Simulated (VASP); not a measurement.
Here is a VASP 6.6.1 calculation.

INCAR

```
SYSTEM = SrTlBr3
ALGO = Normal
EDIFF = 1E-6
ENCUT = 520
GGA = PE
ISIF = 2
ISMEAR = -1
LASPH = .TRUE.
LCHARG = .FALSE.
LREAL = .FALSE.
LWAVE = .FALSE.
NBANDS = 30
NELM = 100
PREC = Accurate
SIGMA = 0.02
```

File KPOINTS:

```
k-points
0
G
  4 4 4
  0 0 0
```

The input POSCAR:

```
SrTlBr3
1.0
    5.9919529718      0.0000000000      0.0000000000
    0.0000000000      5.9919529718      0.0000000000
    0.0000000000      0.0000000000      5.9919529718
Tl Sr Br
1 1 3
Direct
    0.0000000000      0.0000000000      0.0000000000
    0.5000000000      0.5000000000      0.5000000000
    0.5000000000      0.5000000000      0.0000000000
    0.5000000000      0.0000000000      0.5000000000
    0.0000000000      0.5000000000      0.5000000000
```

Potentials or basis: VASP PAW PBE potentials, release 64 (Tl_d, Sr_sv, Br).

Run with:

```bash
$ cat potpaw_PBE.64/Tl_d/POTCAR potpaw_PBE.64/Sr_sv/POTCAR potpaw_PBE.64/Br/POTCAR > POTCAR
$ mpirun -np 1 vasp_std > vasp.out
```

Task: Predict the band gap on the k mesh.

Result: 3.13 eV (least direct gap 3.44 eV).

Task: What does it give for the pressure?

Result: -0.2 GPa.

Caveat: the cell differs from its parent crystal (strain +1.5%); spin-orbit coupling is left out, which moves the levels of the heavy elements. A k mesh can miss the band edges.
